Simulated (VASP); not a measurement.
Write the native input for VASP 6.6.1 that does the following.

- Task: single point
- Functional: PBE
- Dispersion: D3(BJ)
- Potentials or basis: VASP PAW PBE potentials, release 64 (Si, W_sv)
- Cutoff: 520 eV
- k mesh: 5 × 5 × 1
- Occupations: gaussian, width 0.1 eV
- Spin: no spin polarisation
- Dipole correction: yes
- Further INCAR settings: LREAL = Auto; ALGO = Normal; EDIFF = 1e-06; NBANDS = 106

The structure of Si2W lies in POSCAR:

```
Si2W
1.0
    6.3860900455      0.0000000000      0.0000000000
    0.0000000000      6.3860900455      0.0000000000
    0.0000000000      0.0000000000     23.4863474054
Si W
16 8
Direct
    0.5000000000      0.0000000000      0.3619123848
    0.5000000000      0.5000000000      0.3619123848
    0.0000000000      0.0000000000      0.3619123848
    0.0000000000      0.5000000000      0.3619123848
    0.5000000000      0.0000000000      0.4720697788
    0.5000000000      0.5000000000      0.4720697788
    0.0000000000      0.0000000000      0.4720697788
    0.0000000000      0.5000000000      0.4720697788
    0.7500000000      0.7500000000      0.5258187333
    0.7500000000      0.2500000000      0.5258187333
    0.2500000000      0.7500000000      0.5258187333
    0.2500000000      0.2500000000      0.5258187333
    0.7500000000      0.7500000000      0.6351801474
    0.7500000000      0.2500000000      0.6351801474
    0.2500000000      0.7500000000      0.6351801474
    0.2500000000      0.2500000000      0.6351801474
    0.2500000000      0.7500000000      0.4169910818
    0.2500000000      0.2500000000      0.4169910818
    0.7500000000      0.7500000000      0.4169910818
    0.7500000000      0.2500000000      0.4169910818
    0.5000000000      0.5000000000      0.5807351467
    0.5000000000      0.0000000000      0.5807351467
    0.0000000000      0.5000000000      0.5807351467
    0.0000000000      0.0000000000      0.5807351467
```

These files were run (other wordings do the same):

INCAR

```
PREC = Accurate ; ENCUT = 520
EDIFF = 1E-6 ; ISMEAR = 0
SIGMA = 0.1 ; LREAL = Auto
LASPH = True ; NELM = 80
ALGO = Normal ; ISIF = 2
LWAVE = False ; LCHARG = False
LDIPOL = True ; IDIPOL = 3
DIPOL = 0.5 0.5 0.499 ; GGA = PE
IVDW = 12 ; NBANDS = 106
```

KPOINTS

```
regular mesh
0
Gamma
  5 5 1
```

Potentials or basis: VASP PAW PBE potentials, release 64 (Si, W_sv).

Command:

```bash
$ cat potpaw_PBE.64/Si/POTCAR potpaw_PBE.64/W_sv/POTCAR > POTCAR
$ mpirun -np 1 vasp_std > vasp.out
```

Results of the run:

```json
{"Largest force": "0.116 eV/Å", "Band gap on the k mesh": "zero (bands 88 and 89 overlap by 0.12 eV)", "Dispersion energy per atom": "-0.410 eV"}
```

Caveat: spin-orbit coupling is left out, which moves the levels of the heavy elements.

Run time: 42 min on 1 thread of Intel Xeon 8259CL, with other jobs on the host, peak memory 1 GiB.
